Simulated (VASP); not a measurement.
A run of VASP 6.6.1:

The input INCAR:

```
PREC = Accurate
ENCUT = 600
EDIFF = 1E-6
ISMEAR = -1
SIGMA = 0.1
LREAL = F
LASPH = T
NELM = 100
ALGO = Normal
ISIF = 3
LWAVE = F
LCHARG = F
GGA = PE
IBRION = 2
NSW = 60
EDIFFG = -0.005
PSTRESS = 960.0
```

File KPOINTS:

```
Automatic mesh
0
Gamma
  23 23 13
```

File POSCAR:

```
C
1.0
    1.9499771715      0.0000000000      0.0000000000
   -0.9749885858      1.6887297674      0.0000000000
    0.0000000000      0.0000000000      3.1589630179
C
2
Direct
    0.3333333333      0.6666666667      0.2500000000
    0.6666666667      0.3333333333      0.7500000000
```

Potentials or basis: VASP PAW PBE potentials, release 64 (C).

Run with:

```bash
$ cat potpaw_PBE.64/C/POTCAR > POTCAR
$ mpirun -np 1 vasp_std > vasp.out
```

Hardware: 1 thread of Intel Xeon 8259CL, with other jobs on the host.

Q: Estimate the wall time of this run.

A: It took 4.7 min on 1 thread of Intel Xeon 8259CL, with other jobs on the host, peak memory 0.14 GiB. Counts: scf iterations 155, k points 392, ion steps 29.
